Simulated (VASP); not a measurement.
# NbZn3 (Pm-3m) in VASP: a series of runs

Runs on NbZn3. Level: LDA. Tasks: single point.

Everything below comes from runs of VASP 6.6.1. Logs are shortened: lines on timing, memory, paths and dates and some standing lists are left out, and cuts for length are marked.

**1. The cell of the first run**

It takes space group Pm-3m (No. 221, cubic). Conventional cell: a = 3.934 Å, b = 3.934 Å, c = 3.934 Å, α = 90.00°, β = 90.00°, γ = 90.00°. Within 3.7 Å of Nb (site symmetry m-3m) lie 12 Zn at 2.78 Å. Within 3.7 Å of Zn (site symmetry 4/mmm) lie 4 Nb at 2.78 Å and 8 Zn at 2.78 Å.

**2. Single point, LDA**

The input, INCAR:

```
  PREC = Accurate
  ENCUT = 520
  EDIFF = 1E-6
  ISMEAR = 1
  SIGMA = 0.5
  LREAL = False
  LASPH = True
  NELM = 80
  ALGO = Normal
  ISIF = 2
  LWAVE = False
  LCHARG = True
  LELF = True
  LVHAR = True
  NBANDS = 32
```

The input, KPOINTS:

```
Automatic mesh
0
Gamma
  6 6 6
  0.5 0.5 0.5
```

The input, POSCAR:

```
NbZn3
1.0
    3.9340000000      0.0000000000      0.0000000000
    0.0000000000      3.9340000000      0.0000000000
    0.0000000000      0.0000000000      3.9340000000
Nb Zn
1 3
Direct
    0.0000000000      0.0000000000      0.0000000000
    0.0000000000      0.5000000000      0.5000000000
    0.5000000000      0.0000000000      0.5000000000
    0.5000000000      0.5000000000      0.0000000000
```

Potentials or basis: VASP PAW LDA potentials, release 64 (Nb_sv, Zn).

Run with:

```console
> cat potpaw_LDA.64/Nb_sv/POTCAR potpaw_LDA.64/Zn/POTCAR > POTCAR
> mpirun -np 1 vasp_std > vasp.out
```

OUTCAR:

```text
PREC = Accurate
   ENCUT = 520
   EDIFF = 1E-6
   ISMEAR = 1
   LREAL = False
   LASPH = True
   NELM = 80
   ISIF = 2

 ion  position               nearest neighbor table
   1  0.000  0.000  0.000-   2 2.78   3 2.78   4 2.78   2 2.78   3 2.78   2 2.78   4 2.78   2 2.78
                             3 2.78   4 2.78   3 2.78   4 2.78
   2  0.000  0.500  0.500-   1 2.78   3 2.78   4 2.78   1 2.78   4 2.78   1 2.78   3 2.78   1 2.78
                             3 2.78   4 2.78   4 2.78   3 2.78
   3  0.500  0.000  0.500-   1 2.78   2 2.78   4 2.78   1 2.78   4 2.78   2 2.78   4 2.78   4 2.78
                             1 2.78   2 2.78   1 2.78   2 2.78
   4  0.500  0.500  0.000-   1 2.78   2 2.78   3 2.78   2 2.78   3 2.78   1 2.78   3 2.78   3 2.78
                             1 2.78   2 2.78   2 2.78   1 2.78

  LATTYP: Found a simple cubic cell.
 ALAT       =     3.9340000000

  Lattice vectors:

 A1 = (   3.9340000000,   0.0000000000,   0.0000000000)
 A2 = (   0.0000000000,   3.9340000000,   0.0000000000)
 A3 = (   0.0000000000,   0.0000000000,   3.9340000000)

Analysis of symmetry for initial positions (statically):
=====================================================================
 Subroutine PRICEL returns:
 Original cell was already a primitive cell.

 Routine SETGRP: Setting up the symmetry group for a
 simple cubic supercell.

 Subroutine GETGRP returns: Found 48 space group operations
 (whereof 48 operations were pure point group operations)
 out of a pool of 48 trial point group operations.

The static configuration has the point symmetry O_h .

Analysis of symmetry for dynamics (positions and initial velocities):
=====================================================================
 Subroutine PRICEL returns:
 Original cell was already a primitive cell.

 Routine SETGRP: Setting up the symmetry group for a
 simple cubic supercell.

 Subroutine GETGRP returns: Found 48 space group operations
 (whereof 48 operations were pure point group operations)
 out of a pool of 48 trial point group operations.

The dynamic configuration has the point symmetry O_h .

 Subroutine INISYM returns: Found 48 space group operations
 (whereof 48 operations are pure point group operations),
 and found     1 'primitive' translations

----------------------------------------------------------------------------------------

                                     Primitive cell

  volume of cell :      60.8840

  direct lattice vectors                    reciprocal lattice vectors
     3.934000000  0.000000000  0.000000000     0.254194204  0.000000000  0.000000000
     0.000000000  3.934000000  0.000000000     0.000000000  0.254194204  0.000000000
     0.000000000  0.000000000  3.934000000     0.000000000  0.000000000  0.254194204

  length of vectors
     3.934000000  3.934000000  3.934000000     0.254194204  0.254194204  0.254194204

  position of ions in fractional coordinates (direct lattice)
     0.000000000  0.000000000  0.000000000
     0.000000000  0.500000000  0.500000000
     0.500000000  0.000000000  0.500000000
     0.500000000  0.500000000  0.000000000

  ion indices of the primitive-cell ions
   primitive index   ion index
                 1           1
                 2           2
                 3           3
                 4           4

----------------------------------------------------------------------------------------

 KPOINTS: Automatic mesh

Automatic generation of k-mesh.
 Grid dimensions read from file:
 generate k-points for:    6    6    6

 Generating k-lattice:

  Cartesian coordinates                     Fractional coordinates (reciprocal lattice)
     0.042365701  0.000000000  0.000000000     0.166666667  0.000000000  0.000000000
     0.000000000  0.042365701  0.000000000     0.000000000  0.166666667  0.000000000
     0.000000000  0.000000000  0.042365701     0.000000000  0.000000000  0.166666667

  Length of vectors
     0.042365701  0.042365701  0.042365701

  Shift w.r.t. Gamma in fractional coordinates (k-lattice)
     0.500000000  0.500000000  0.500000000

 Subroutine IBZKPT returns following result:
 ===========================================

 Found     10 irreducible k-points:

 Following reciprocal coordinates:
            Coordinates               Weight
  0.083333  0.083333  0.083333      8.000000
  0.250000  0.083333  0.083333     24.000000
  0.416667  0.083333  0.083333     24.000000
  0.250000  0.250000  0.083333     24.000000
  0.416667  0.250000  0.083333     48.000000
  0.416667  0.416667  0.083333     24.000000
  0.250000  0.250000  0.250000      8.000000
  0.416667  0.250000  0.250000     24.000000
  0.416667  0.416667  0.250000     24.000000
  0.416667  0.416667  0.416667      8.000000
   k-points           NKPTS =     10   k-points in BZ     NKDIM =     10   number of bands    NBANDS=     32
   number of dos      NEDOS =    301   number of ions     NIONS =      4
   total plane-waves  NPLWV =  27000
   dimension x,y,z NGX =    30 NGY =   30 NGZ =   30
   dimension x,y,z NGXF=    60 NGYF=   60 NGZF=   60
   ions per type =               1   3
   NGX,Y,Z   is equivalent  to a cutoff of  12.68, 12.68, 12.68 a.u.
   NGXF,Y,Z  is equivalent  to a cutoff of  25.36, 25.36, 25.36 a.u.
 SYSTEM =  unknown system
   PREC   = accura    normal or accurate (medium, high low for compatibility)
   ISTART =      0    job   : 0-new  1-cont  2-samecut
   ICHARG =      2    charge: 1-file 2-atom 10-const
   ISPIN  =      1    spin polarized calculation?
   LNONCOLLINEAR =      F non collinear calculations
   LSORBIT =      F    spin-orbit coupling
   LASPH  =      T    aspherical Exc in radial PAW
   ENCUT  =  520.0 eV  38.22 Ry    6.18 a.u.   7.31  7.31  7.31*2*pi/ulx,y,z
   NELM   =     80;   NELMIN=  2; NELMDL= -5     # of ELM steps
   EDIFF  = 0.1E-05   stopping-criterion for ELM
   LREAL  =      F    real-space projection
   EDIFFG = 0.1E-04   stopping-criterion for IOM
   NSW    =      0    number of steps for IOM
   IBRION =     -1    ionic relax: 0-MD 1-quasi-New 2-CG
   NFREE  =      0    steps in history (QN), initial steepest desc. (CG)
   ISIF   =      2    stress and relaxation
   ISYM   =      2    0-nonsym 1-usesym 2-fastsym
   POTIM  = 0.5000    time-step for ionic-motion
   TEBEG  =    0.0;   TEEND  =   0.0 temperature during run
   PSTRESS=    0.0 pullay stress
   NELECT =      49.0000    total number of electrons
   NUPDOWN=      -1.0000    fix difference up-down
   EMIN   =  10.00;   EMAX   =-10.00  energy-range for DOS
   EFERMI =   0.00;   METHOD = LEGACY
   ISMEAR =     1;   SIGMA  =   0.50  broadening in eV -4-tet -1-fermi 0-gaus
   EFERMI_NEDOS =   21; number of points for ismear=-14 and -15
   IALGO  =     38    algorithm
   IMIX   =      4    mixing-type and parameters
     AMIX     =   0.40;   BMIX     =  1.00
     AMIX_MAG =   1.60;   BMIX_MAG =  1.00
  volume/ion in A,a.u.               =      15.22       102.72
  Fermi-wavevector in a.u.,A,eV,Ry     =   1.522787  2.877650 31.550282  2.318880
  Thomas-Fermi vector in A             =   2.631319
   LORBIT       =      0    0 simple, 1 ext, 2 COOP (PROOUT), +10 PAW based schemes
   GGA     = CA    functional components
   LHFCALC =     F    Hartree Fock is set to
   AEXX    =    0.0000 exact exchange contribution
   IVDW    =     0    specifies the selected vdW correction
   LEPSILON=     F    determine dielectric tensor
   LRPA    =     F    only Hartree local field effects (RPA)
 non-spin polarized calculation
 Methfessel and Paxton  Order N= 1 SIGMA  =   0.50
  energy-cutoff  :      520.00
  volume of cell :       60.88
 maximum number of plane-waves:      1650
 NGX is ok and might be reduce to    30
   NGX = 15   NGY = 15   NGZ = 15

 number of electron      48.9999994 magnetization

 Free energy of the ion-electron system (eV)
  ---------------------------------------------------
  ext. energy  EPLUGINS =         0.00000000
  ---------------------------------------------------
  free energy    TOTEN  =       -17.52552174 eV

  energy without entropy =      -17.56890337  energy(sigma->0) =      -17.53998229

 E-fermi :   5.0862     XC(G=0): -12.3786

 val. band max:        4.7898335209   @ k =   0.4167   0.4167   0.0833
 cond. band min:       5.2163442749   @ k =   0.4167   0.2500   0.0833
 fundamental gap:      0.4265107540
 Fermi energy:         5.0862053897

 k-point     1 :       0.0833    0.0833    0.0833
  band No.  band energies     occupation
      1     -49.2690      2.00000
      2     -25.4977      2.00000
      3     -25.4966      2.00000
      4     -25.4966      2.00000
      5      -3.8861      2.00000
      6      -2.4990      2.00000
[... 24 lines left out ...]
     31      11.6963     -0.00000
     32      13.3635     -0.00000

 k-point     2 :       0.2500    0.0833    0.0833
  band No.  band energies     occupation
      1     -49.2681      2.00000
      2     -25.5187      2.00000
      3     -25.4964      2.00000
      4     -25.4957      2.00000
      5      -3.3266      2.00000
      6      -2.3786      2.00000
[... 24 lines left out ...]
     31      12.1556     -0.00000
     32      13.1997     -0.00000

 k-point     3 :       0.4167    0.0833    0.0833
  band No.  band energies     occupation
      1     -49.2672      2.00000
      2     -25.5401      2.00000
      3     -25.4955      2.00000
      4     -25.4948      2.00000
      5      -2.5516      2.00000
      6      -2.2564      2.00000
[... 24 lines left out ...]
     31      11.9215     -0.00000
     32      12.3024     -0.00000

 k-point     4 :       0.2500    0.2500    0.0833
  band No.  band energies     occupation
      1     -49.2673      2.00000
      2     -25.5181      2.00000
      3     -25.5153      2.00000
      4     -25.4951      2.00000
      5      -2.8666      2.00000
      6      -2.2805      2.00000
[... 164 lines left out ...]
     31      11.9203     -0.00000
     32      14.3507     -0.00000

 k-point     9 :       0.4167    0.4167    0.2500
  band No.  band energies     occupation
      1     -49.2650      2.00000
      2     -25.5315      2.00000
      3     -25.5307      2.00000
      4     -25.5106      2.00000
      5      -2.4391      2.00000
      6      -2.3353      2.00000
[... 24 lines left out ...]
     31      10.8311     -0.00000
     32      12.6285     -0.00000

 k-point    10 :       0.4167    0.4167    0.4167
  band No.  band energies     occupation
      1     -49.2643      2.00000
      2     -25.5287      2.00000
      3     -25.5277      2.00000
      4     -25.5277      2.00000
      5      -2.5314      2.00000
      6      -2.4741      2.00000
[... 24 lines left out ...]
     31      10.2369     -0.00000
     32      11.0102     -0.00000

------------------------ aborting loop because EDIFF is reached ----------------------------------------

  FORCE on cell =-STRESS in cart. coord.  units (eV):
  Direction    XX          YY          ZZ          XY          YZ          ZX
  --------------------------------------------------------------------------------------
  -------------------------------------------------------------------------------------
  Total       -3.5136565     -3.5136565     -3.5136565     -0.0000000      0.0000000     -0.0000000
  in kB      -92.4627521    -92.4627521    -92.4627521     -0.0000000      0.0000000     -0.0000000
  external PRESSURE =     -92.4627521 kB  Pullay stress =       0.0000000 kB

 VOLUME and BASIS-vectors are now :
 -----------------------------------------------------------------------------
  energy-cutoff  :      520.00
  volume of cell :       60.88
      direct lattice vectors                 reciprocal lattice vectors
     3.934000000  0.000000000  0.000000000     0.254194204  0.000000000  0.000000000
     0.000000000  3.934000000  0.000000000     0.000000000  0.254194204  0.000000000
     0.000000000  0.000000000  3.934000000     0.000000000  0.000000000  0.254194204

 POSITION                                       TOTAL-FORCE (eV/Angst)
 -----------------------------------------------------------------------------------
      0.00000      0.00000      0.00000         0.000000      0.000000      0.000000
      0.00000      1.96700      1.96700         0.000000      0.000000      0.000000
      1.96700      0.00000      1.96700         0.000000      0.000000      0.000000
      1.96700      1.96700      0.00000         0.000000      0.000000      0.000000
 -----------------------------------------------------------------------------------
    total drift:                                0.000000      0.000000     -0.000000

  FREE ENERGIE OF THE ION-ELECTRON SYSTEM (eV)
  ---------------------------------------------------
  free  energy   TOTEN  =       -17.5255217447 eV

  energy  without entropy=      -17.5689033724  energy(sigma->0) =      -17.53998229
```

Run time: 22 s. Hardware: 1 thread of AMD EPYC 7R13, shared host; peak memory 0.15 GiB.

What came out:

```yaml
Free_energy: -17.5255 eV
Pressure: -9.2 GPa
```

(Part 1 of 2 ends here.)
